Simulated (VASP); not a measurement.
# SnO2 (R-3m) in VASP: notebook

Runs on SnO2. Level: PBEsol. Tasks: single point.

All numbers are computed with VASP 6.6.1; they aren't measurements. Logs are shortened: lines on timing, memory, paths and dates and some standing lists are left out, and cuts for length are marked.

## Step 1: The cell of the first run

The structure is trigonal, space group R-3m (No. 166). Conventional cell: a = 3.168 Å, b = 3.168 Å, c = 14.108 Å, α = 90.00°, β = 90.00°, γ = 120.00°. Sn (site symmetry -3m) has 6 O at 2.08 Å within 2.8 Å. Within 2.8 Å of O (site symmetry 3m) lie 3 Sn at 2.08 Å and 3 O at 2.70 Å.

## Step 2: Single point, PBEsol

The input, INCAR:

```
PREC     = Accurate       # precision mode
ENCUT    = 520            # plane-wave cutoff, eV
EDIFF    = 1E-7           # SCF threshold, eV
ISMEAR   = 1              # smearing method
SIGMA    = 0.05           # smearing width, eV
LREAL    = False          # projectors in reciprocal space
LASPH    = True           # aspherical terms in the spheres
NELM     = 100            # most SCF steps
ALGO     = Normal         # electronic algorithm
ISIF     = 2              # what is computed and relaxed
LWAVE    = False          # write WAVECAR
LCHARG   = False          # write CHGCAR
GGA      = PS             # functional
NBANDS   = 20             # bands
```

The input, KPOINTS:

```
Automatic mesh
0
Gamma
  8 8 8
```

The input, POSCAR:

```
SnO2
1.0
    1.5840818393      0.9145699991      4.7025942164
   -1.5840818393      0.9145699991      4.7025942164
    0.0000000000     -1.8291399982      4.7025942164
Sn O
1 2
Direct
    0.5000000000      0.5000000000      0.5000000000
    0.2371700000      0.2371700000      0.2371700000
    0.7628300000      0.7628300000      0.7628300000
```

Potentials or basis: VASP PAW PBE potentials, release 64 (Sn_d, O).

Started as:

```console
$ cat potpaw_PBE.64/Sn_d/POTCAR potpaw_PBE.64/O/POTCAR > POTCAR
$ mpirun -np 1 vasp_std > vasp.out
```

OUTCAR:

```text
PREC = Accurate
   ENCUT = 520
   EDIFF = 1E-7
   ISMEAR = 1
   LREAL = False
   LASPH = True
   NELM = 100
   ISIF = 2
   GGA = PS

 ion  position               nearest neighbor table
   1  0.500  0.500  0.500-   2 2.08   3 2.08   2 2.08   2 2.08   3 2.08   3 2.08
   2  0.237  0.237  0.237-   1 2.08   1 2.08   1 2.08
   3  0.763  0.763  0.763-   1 2.08   1 2.08   1 2.08

  LATTYP: Found a trigonal (rhomboedric) cell.
 ALAT       =     5.0458047843
 COS(alpha) =     0.8028828836

  Lattice vectors:

 A1 = (   1.5840818393,   0.9145699991,   4.7025942164)
 A2 = (  -1.5840818393,   0.9145699991,   4.7025942164)
 A3 = (   0.0000000000,  -1.8291399982,   4.7025942164)

Analysis of symmetry for initial positions (statically):
=====================================================================
 Subroutine PRICEL returns:
 Original cell was already a primitive cell.

 Routine SETGRP: Setting up the symmetry group for a
 trigonal (rhombohedral) supercell.

 Subroutine GETGRP returns: Found 12 space group operations
 (whereof 12 operations were pure point group operations)
 out of a pool of 12 trial point group operations.

The static configuration has the point symmetry D_3d.

Analysis of symmetry for dynamics (positions and initial velocities):
=====================================================================
 Subroutine PRICEL returns:
 Original cell was already a primitive cell.

 Routine SETGRP: Setting up the symmetry group for a
 trigonal (rhombohedral) supercell.

 Subroutine GETGRP returns: Found 12 space group operations
 (whereof 12 operations were pure point group operations)
 out of a pool of 12 trial point group operations.

The dynamic configuration has the point symmetry D_3d.

 Subroutine INISYM returns: Found 12 space group operations
 (whereof 12 operations are pure point group operations),
 and found     1 'primitive' translations

----------------------------------------------------------------------------------------

                                     Primitive cell

  volume of cell :      40.8774

  direct lattice vectors                    reciprocal lattice vectors
     1.584081839  0.914569999  4.702594216     0.315640258  0.182235003  0.070882861
    -1.584081839  0.914569999  4.702594216    -0.315640258  0.182235003  0.070882861
     0.000000000 -1.829139998  4.702594216     0.000000000 -0.364470006  0.070882861

  length of vectors
     5.045804784  5.045804784  5.045804742     0.371298732  0.371298732  0.371298755

  position of ions in fractional coordinates (direct lattice)
     0.500000000  0.500000000  0.500000000
     0.237170000  0.237170000  0.237170000
     0.762830000  0.762830000  0.762830000

  ion indices of the primitive-cell ions
   primitive index   ion index
                 1           1
                 2           2
                 3           3

----------------------------------------------------------------------------------------

 KPOINTS: Automatic mesh

Automatic generation of k-mesh.
 Grid dimensions read from file:
 generate k-points for:    8    8    8

 Generating k-lattice:

  Cartesian coordinates                     Fractional coordinates (reciprocal lattice)
     0.039455032  0.022779375  0.008860358     0.125000000 -0.000000000  0.000000000
    -0.039455032  0.022779375  0.008860358    -0.000000000  0.125000000  0.000000000
     0.000000000 -0.045558751  0.008860358     0.000000000  0.000000000  0.125000000

  Length of vectors
     0.046412342  0.046412342  0.046412344

  Shift w.r.t. Gamma in fractional coordinates (k-lattice)
     0.000000000  0.000000000  0.000000000

 Subroutine IBZKPT returns following result:
 ===========================================

 Found     65 irreducible k-points:

 Following reciprocal coordinates:
            Coordinates               Weight
  0.000000  0.000000  0.000000      1.000000
  0.125000  0.000000 -0.000000      6.000000
  0.250000  0.000000 -0.000000      6.000000
  0.375000  0.000000  0.000000      6.000000
  0.500000  0.000000 -0.000000      3.000000
  0.125000  0.125000 -0.000000      6.000000
[... 16 lines left out ...]
  0.250000  0.125000  0.125000      6.000000
  0.375000  0.125000  0.125000      6.000000
 [... further k-points ...]
   k-points           NKPTS =     65   k-points in BZ     NKDIM =     65   number of bands    NBANDS=     20
   number of dos      NEDOS =    301   number of ions     NIONS =      3
   total plane-waves  NPLWV =  64000
   dimension x,y,z NGX =    40 NGY =   40 NGZ =   40
   dimension x,y,z NGXF=    80 NGYF=   80 NGZF=   80
   ions per type =               1   2
   NGX,Y,Z   is equivalent  to a cutoff of  13.18, 13.18, 13.18 a.u.
   NGXF,Y,Z  is equivalent  to a cutoff of  26.36, 26.36, 26.36 a.u.
 SYSTEM =  unknown system
   PREC   = accura    normal or accurate (medium, high low for compatibility)
   ISTART =      0    job   : 0-new  1-cont  2-samecut
   ICHARG =      2    charge: 1-file 2-atom 10-const
   ISPIN  =      1    spin polarized calculation?
   LNONCOLLINEAR =      F non collinear calculations
   LSORBIT =      F    spin-orbit coupling
   LASPH  =      T    aspherical Exc in radial PAW
   ENCUT  =  520.0 eV  38.22 Ry    6.18 a.u.   9.38  9.38  9.38*2*pi/ulx,y,z
   NELM   =    100;   NELMIN=  2; NELMDL= -5     # of ELM steps
   EDIFF  = 0.1E-06   stopping-criterion for ELM
   LREAL  =      F    real-space projection
   EDIFFG = 0.1E-05   stopping-criterion for IOM
   NSW    =      0    number of steps for IOM
   IBRION =     -1    ionic relax: 0-MD 1-quasi-New 2-CG
   NFREE  =      0    steps in history (QN), initial steepest desc. (CG)
   ISIF   =      2    stress and relaxation
   ISYM   =      2    0-nonsym 1-usesym 2-fastsym
   POTIM  = 0.5000    time-step for ionic-motion
   TEBEG  =    0.0;   TEEND  =   0.0 temperature during run
   PSTRESS=    0.0 pullay stress
   NELECT =      26.0000    total number of electrons
   NUPDOWN=      -1.0000    fix difference up-down
   EMIN   =  10.00;   EMAX   =-10.00  energy-range for DOS
   EFERMI =   0.00;   METHOD = LEGACY
   ISMEAR =     1;   SIGMA  =   0.05  broadening in eV -4-tet -1-fermi 0-gaus
   EFERMI_NEDOS =   21; number of points for ismear=-14 and -15
   IALGO  =     38    algorithm
   IMIX   =      4    mixing-type and parameters
     AMIX     =   0.40;   BMIX     =  1.00
     AMIX_MAG =   1.60;   BMIX_MAG =  1.00
  volume/ion in A,a.u.               =      13.63        91.95
  Fermi-wavevector in a.u.,A,eV,Ry     =   1.407899  2.660543 26.969191  1.982180
  Thomas-Fermi vector in A             =   2.530111
   LORBIT       =      0    0 simple, 1 ext, 2 COOP (PROOUT), +10 PAW based schemes
   GGA     = PS    functional components
   LHFCALC =     F    Hartree Fock is set to
   AEXX    =    0.0000 exact exchange contribution
   IVDW    =     0    specifies the selected vdW correction
   LEPSILON=     F    determine dielectric tensor
   LRPA    =     F    only Hartree local field effects (RPA)
 non-spin polarized calculation
 Methfessel and Paxton  Order N= 1 SIGMA  =   0.05
  energy-cutoff  :      520.00
  volume of cell :       40.88
 maximum number of plane-waves:      1114
 NGX is ok and might be reduce to    40
   NGX = 19   NGY = 19   NGZ = 19

 number of electron      26.0000004 magnetization

 Free energy of the ion-electron system (eV)
  ---------------------------------------------------
  ext. energy  EPLUGINS =         0.00000000
  ---------------------------------------------------
  free energy    TOTEN  =       -19.29462394 eV

  energy without entropy =      -19.29532139  energy(sigma->0) =      -19.29485642

 E-fermi :   3.8182     XC(G=0): -10.5347

 val. band max:        3.7927686259   @ k =  -0.1250   0.2500   0.1250
 cond. band min:       6.0535927979   @ k =   0.0000   0.0000   0.0000
 fundamental gap:      2.2608241720
 Fermi energy:         3.8182270493

 k-point     1 :       0.0000    0.0000    0.0000
  band No.  band energies     occupation
      1     -16.1659      2.00000
      2     -15.8270      2.00000
      3     -15.8270      2.00000
      4     -15.5731      2.00000
      5     -15.5731      2.00000
      6     -14.3497      2.00000
[... 12 lines left out ...]
     19      21.1303      0.00000
     20      21.2991      0.00000

 k-point     2 :       0.1250    0.0000   -0.0000
  band No.  band energies     occupation
      1     -16.0968      2.00000
      2     -15.9628      2.00000
      3     -15.7877      2.00000
      4     -15.6118      2.00000
      5     -15.5742      2.00000
      6     -14.2497      2.00000
[... 12 lines left out ...]
     19      18.8585      0.00000
     20      21.3699      0.00000

 k-point     3 :       0.2500    0.0000   -0.0000
  band No.  band energies     occupation
      1     -16.3878      2.00000
      2     -15.8295      2.00000
      3     -15.7166      2.00000
      4     -15.6513      2.00000
      5     -15.5502      2.00000
      6     -13.9143      2.00000
[... 12 lines left out ...]
     19      17.3351      0.00000
     20      21.1587      0.00000

 k-point     4 :       0.3750    0.0000    0.0000
  band No.  band energies     occupation
      1     -16.6943      2.00000
      2     -15.7573      2.00000
      3     -15.6973      2.00000
      4     -15.5834      2.00000
      5     -15.4710      2.00000
      6     -13.4102      2.00000
[... 12 lines left out ...]
     19      16.9395      0.00000
     20      18.8284      0.00000

 k-point     5 :       0.5000    0.0000   -0.0000
  band No.  band energies     occupation
      1     -16.8089      2.00000
      2     -15.7654      2.00000
      3     -15.6990      2.00000
      4     -15.5275      2.00000
      5     -15.4274      2.00000
      6     -13.1283      2.00000
[... 12 lines left out ...]
     19      17.3018      0.00000
     20      17.4739      0.00000
[... 353 lines left out ...]
      6     -13.1603      2.00000
[... 12 lines left out ...]
     19      17.0060      0.00000
     20      20.8497      0.00000

 k-point    22 :       0.1250    0.1250    0.1250
  band No.  band energies     occupation
      1     -16.1655      2.00000
      2     -15.8270      2.00000
      3     -15.8270      2.00000
      4     -15.5731      2.00000
      5     -15.5731      2.00000
      6     -14.3342      2.00000
[... 12 lines left out ...]
     19      20.9905      0.00000
     20      21.3357      0.00000

 k-point    23 :       0.2500    0.1250    0.1250
  band No.  band energies     occupation
      1     -16.0973      2.00000
      2     -15.9633      2.00000
      3     -15.7876      2.00000
      4     -15.6119      2.00000
      5     -15.5742      2.00000
      6     -14.2236      2.00000
[... 12 lines left out ...]
     19      18.8612      0.00000
     20      21.4190      0.00000

 k-point    24 :       0.3750    0.1250    0.1250
  band No.  band energies     occupation
      1     -16.3903      2.00000
      2     -15.8306      2.00000
      3     -15.7165      2.00000
      4     -15.6515      2.00000
      5     -15.5503      2.00000
      6     -13.8801      2.00000
[... 12 lines left out ...]
     19      17.3229      0.00000
     20      20.4083      0.00000

 [... further k-points ...]

------------------------ aborting loop because EDIFF is reached ----------------------------------------

  FORCE on cell =-STRESS in cart. coord.  units (eV):
  Direction    XX          YY          ZZ          XY          YZ          ZX
  --------------------------------------------------------------------------------------
  -------------------------------------------------------------------------------------
  Total        1.6596942      1.6596939      0.5121052      0.0000000      0.0000000      0.0000000
  in kB       65.0512018     65.0511908     20.0718078      0.0000000      0.0000000      0.0000000
  external PRESSURE =      50.0580668 kB  Pullay stress =       0.0000000 kB

 VOLUME and BASIS-vectors are now :
 -----------------------------------------------------------------------------
  energy-cutoff  :      520.00
  volume of cell :       40.88
      direct lattice vectors                 reciprocal lattice vectors
     1.584081839  0.914569999  4.702594216     0.315640258  0.182235003  0.070882861
    -1.584081839  0.914569999  4.702594216    -0.315640258  0.182235003  0.070882861
     0.000000000 -1.829139998  4.702594216     0.000000000 -0.364470006  0.070882861

 POSITION                                       TOTAL-FORCE (eV/Angst)
 -----------------------------------------------------------------------------------
      0.00000      0.00000      7.05389         0.000000     -0.000000      0.000000
      0.00000      0.00000      3.34594        -0.000000      0.000000      0.352881
      0.00000      0.00000     10.76184        -0.000000     -0.000000     -0.352881
 -----------------------------------------------------------------------------------
    total drift:                                0.000000      0.000000      0.000000

  FREE ENERGIE OF THE ION-ELECTRON SYSTEM (eV)
  ---------------------------------------------------
  free  energy   TOTEN  =       -19.2946239412 eV

  energy  without entropy=      -19.2953213867  energy(sigma->0) =      -19.29485642
```

Run time: 2.4 min. Hardware: 1 thread of Intel Xeon 8259CL, shared host; peak memory 0.26 GiB.

What came out:

```yaml
Free_energy: -19.2946 eV
Pressure: 5.0 GPa
Largest_force: 0.353 eV/Å
Band_gap_on_the_k_mesh: 2.26 eV (least direct gap 2.44 eV)
```

Forces on the atoms (eV/Å):
```
Sn   0.000  0.000  0.000
O    0.000  0.000  0.353
O    0.000  0.000 -0.353
```

Levels at points of the mesh, in eV from the valence-band top:
| k point | band 9 | band 10 | band 11 | band 12 | band 13 | band 14 | band 15 | band 16 | band 17 | band 18 |
| --- | --- | --- | --- | --- | --- | --- | --- | --- | --- | --- |
| (0.00, 0.00, 0.00) | -1.35 | -1.35 | -0.88 | -0.88 | -0.18 | 2.26 | 5.88 | 11.45 | 11.45 | 12.04 |
| (0.50, 0.00, 0.00) | -4.42 | -3.15 | -1.58 | -0.61 | -0.57 | 5.85 | 7.98 | 10.38 | 12.53 | 13.31 |
| (0.50, 0.50, 0.00) | -4.68 | -3.25 | -1.21 | -0.42 | 0.00 | 5.53 | 7.11 | 11.19 | 11.47 | 12.68 |
| (0.50, 0.50, 0.50) | -1.45 | -1.42 | -1.42 | -0.82 | -0.82 | 3.60 | 5.89 | 11.66 | 11.66 | 12.15 |

Caveat: the cell stands under pressure; the PAW data sets were made with another functional, which shifts forces and pressure a little; spin-orbit coupling is left out, which moves the levels of the heavy elements. A k mesh can miss the band edges.

## Step 3: Single point, PBEsol

This run uses another cell than the first one, of 13.92 Å³/atom.

The input, INCAR:

```
  PREC = Accurate
  ENCUT = 520
  EDIFF = 1E-6
  ISMEAR = 1
  SIGMA = 0.05
  LREAL = False
  LASPH = True
  NELM = 100
  ALGO = Normal
  ISIF = 2
  LWAVE = False
  LCHARG = True
  GGA = PS
  LELF = True
  LVHAR = True
  NBANDS = 20
```

The input, KPOINTS:

```
regular mesh
0
Gamma
  8 8 8
```

The input, POSCAR:

```
SnO2
1.0
    1.5952377128      0.9210108451      4.7357121682
   -1.5952377128      0.9210108451      4.7357121682
    0.0000000000     -1.8420216902      4.7357121682
Sn O
1 2
Direct
    0.5000000000      0.5000000000      0.5000000000
    0.2371700000      0.2371700000      0.2371700000
    0.7628300000      0.7628300000      0.7628300000
```

Potentials or basis: VASP PAW PBE potentials, release 64 (Sn_d, O).

Started as:

```console
$ cat potpaw_PBE.64/Sn_d/POTCAR potpaw_PBE.64/O/POTCAR > POTCAR
$ mpirun -np 1 vasp_std > vasp.out
```

Wall time 3 min (1 thread of Intel Xeon 8259CL, shared host); peak memory 0.26 GiB.

The run converged. Its results:

```
Free energy            : -19.3131 eV
Pressure               : 1.4 GPa
Largest force          : 0.098 eV/Å
Band gap on the k mesh : 2.11 eV (least direct gap 2.27 eV)
```

Forces on the atoms (eV/Å):
```
Sn   0.000  0.000  0.000
O    0.000  0.000  0.098
O    0.000  0.000 -0.098
```

Stress tensor (GPa, compression positive):
```
 2.16  0.00  0.00
 0.00  2.16  0.00
 0.00  0.00 -0.10
```

Levels at points of the mesh, in eV from the valence-band top:
```tsv
k point	band 10	band 11	band 12	band 13	band 14	band 15	band 16	band 17
(0.00, 0.00, 0.00)	-1.32	-0.88	-0.88	-0.15	2.11	5.78	11.25	11.25
(0.50, 0.00, 0.00)	-3.09	-1.54	-0.59	-0.58	5.64	7.85	10.23	12.39
(0.50, 0.50, 0.00)	-3.18	-1.19	-0.43	-0.01	5.33	7.00	10.98	11.36
(0.50, 0.50, 0.50)	-1.39	-1.39	-0.83	-0.83	3.43	5.76	11.45	11.45
```

Caveat: the PAW data sets were made with another functional, which shifts forces and pressure a little; spin-orbit coupling is left out, which moves the levels of the heavy elements. A k mesh can miss the band edges.

## Step 4: Single point, PBEsol

This run uses another cell than the first one, of 14.21 Å³/atom.

The input, INCAR:

```
PREC = Accurate
ENCUT = 520
EDIFF = 1E-7
ISMEAR = 1
SIGMA = 0.05
LREAL = False
LASPH = True
NELM = 80
ALGO = Normal
ISIF = 2
LWAVE = False
LCHARG = False
GGA = PS
NBANDS = 20
```

The input, KPOINTS:

```
Automatic mesh
0
Gamma
  8 8 8
```

The input, POSCAR:

```
SnO2
1.0
    1.6062396998      0.9273628448      4.7683732842
   -1.6062396998      0.9273628448      4.7683732842
    0.0000000000     -1.8547256895      4.7683732842
Sn O
1 2
Direct
    0.5000000000      0.5000000000      0.5000000000
    0.2371700000      0.2371700000      0.2371700000
    0.7628300000      0.7628300000      0.7628300000
```

Started as:

```console
$ cat potpaw_PBE.64/Sn_d/POTCAR potpaw_PBE.64/O/POTCAR > POTCAR
$ mpirun -np 1 vasp_std > vasp.out
```

Wall time 3 min (1 thread of Intel Xeon 8259CL, shared host); peak memory 0.26 GiB.

Results (log left out):

* Free energy: -19.3131 eV
* Pressure: -1.8 GPa
* Largest force: 0.134 eV/Å
* Band gap on the k mesh: 1.98 eV (least direct gap 2.11 eV)

Forces in eV/Å, atoms in the order of the input:
```
Sn   0.000  0.000  0.000
O    0.000  0.000 -0.134
O    0.000  0.000  0.134
```

Stress tensor (GPa, compression positive):
```
-1.69  0.00  0.00
 0.00 -1.69  0.00
 0.00  0.00 -1.96
```

Levels at points of the mesh, in eV from the valence-band top:
```
           k point  band 10  band 11  band 12  band 13  band 14  band 15  band 16  band 17
(0.00, 0.00, 0.00)    -1.30    -0.89    -0.89    -0.13     1.98     5.67    11.06    11.06
(0.50, 0.00, 0.00)    -3.03    -1.51    -0.59    -0.57     5.43     7.71    10.08    12.26
(0.50, 0.50, 0.00)    -3.12    -1.17    -0.45    -0.01     5.14     6.88    10.78    11.25
(0.50, 0.50, 0.50)    -1.37    -1.33    -0.84    -0.84     3.27     5.64    11.25    11.25
```

Caveat: the PAW data sets were made with another functional, which shifts forces and pressure a little; spin-orbit coupling is left out, which moves the levels of the heavy elements. A k mesh can miss the band edges.

## Step 5: Overview

| cell | gap on the mesh (eV) | pressure (GPa) | largest force (eV/Å) |
| --- | --- | --- | --- |
| a = 5.046 Å, angles 36.6°, 3 atoms | 2.26 | 5.0 | 0.35 |
| a = 5.081 Å, angles 36.6°, 3 atoms | 2.11 | 1.4 | 0.10 |
| a = 5.116 Å, angles 36.6°, 3 atoms | 1.98 | -1.8 | 0.13 |

Alike in all rows: task single point; level PBEsol; potentials or basis VASP PAW PBE potentials, release 64 (Sn_d, O); no spin polarisation; k mesh 8 × 8 × 8; cutoff (eV) 520; smearing methfessel-paxton 0.05 eV.

Caveats: the PAW data sets were made with another functional, which shifts forces and pressure a little; spin-orbit coupling is left out, which moves the levels of the heavy elements; the cell stands under pressure (at least some runs).

Total energies depend on the potentials used, so only differences within one code and one set of settings carry meaning.
